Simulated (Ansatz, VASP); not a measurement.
**Nb in VASP and in Ansatz**

Contents of INCAR:

```
SYSTEM = Nb
ALGO     = Normal         ! electronic algorithm
EDIFF    = 1E-7           ! SCF threshold, eV
EDIFFG   = -0.01          ! ionic threshold
ENCUT    = 500            ! plane-wave cutoff, eV
GGA      = PS             ! functional
GGA_COMPAT= .False.      
IBRION   = 2              ! ionic algorithm
ISIF     = 3              ! what is computed and relaxed
ISMEAR   = 0              ! smearing method
LASPH    = .True.         ! aspherical terms in the spheres
LCHARG   = .False.        ! write CHGCAR
LREAL    = .False.        ! projectors in reciprocal space
LWAVE    = .False.        ! write WAVECAR
NELM     = 120            ! most SCF steps
NELMIN   = 4            
NSW      = 100            ! ionic steps
PREC     = Accurate       ! precision mode
SIGMA    = 0.1            ! smearing width, eV
```

KPOINTS

```
k-points
0
Gamma
  28 28 28
  0 0 0
```

File POSCAR:

```
Nb
1.0
   -1.3637225153      1.3637225153      2.3949242174
    1.3637225153     -1.3637225153      2.3949242174
    1.3637225153      1.3637225153     -2.3949242174
Nb
1
Direct
    0.0000000000      0.0000000000      0.0000000000
```

Input for Ansatz:

```yaml
crystal:
  lattice:
    - [-1.3637225153, 1.3637225153, 2.3949242174]
    - [1.3637225153, -1.3637225153, 2.3949242174]
    - [1.3637225153, 1.3637225153, -2.3949242174]
  atoms:
    - { symbol: Nb, position: [0.0, 0.0, 0.0] }
basis:
  ecutwfc: 420
kpoints:
  mp_grid: { grid: [28, 28, 28] }
hamiltonian:
  xc: pbesol
scf:
  occupations: { method: gaussian, width: 0.1 }
output:
  forces: true
  stress: true
  eigenvalues: true
relax:
  adjacent_minimum: "off"
  f_tol: 0.01
  max_steps: 80
  cell: { stress_tol: 0.05 }
```

Alike in both runs: task relaxation of cell and atoms; functional PBEsol; k mesh 28 × 28 × 28; occupations gaussian, width 0.1 eV; no spin polarisation.

|  | VASP | Ansatz |
| --- | --- | --- |
| version | VASP 6.6.1 | Ansatz 0.2.0 |
| potentials or method | VASP PAW PBE potentials, release 64 (Nb_sv), cutoff 500 eV | scalar-relativistic, plane waves, PAW |
| valence electrons in the cell | 13 | 13 |

VASP gave:

```
gap on the k mesh at the Fermi level, each at its own relaxed structure (eV) : none
relaxed volume (Å³/atom)                                                     : 17.82
relaxed cell length with the largest relative difference (Å)                 : 3.092
```

Q: Which values does Ansatz return?

A: gap on the k mesh at the Fermi level, each at its own relaxed structure (eV): none; relaxed volume (Å³/atom): 17.85; relaxed cell length with the largest relative difference (Å): 3.094.

VASP's potentials were made for PBE, not for PBEsol. A gap of «none» marks a metal or a gap that the smearing closes.
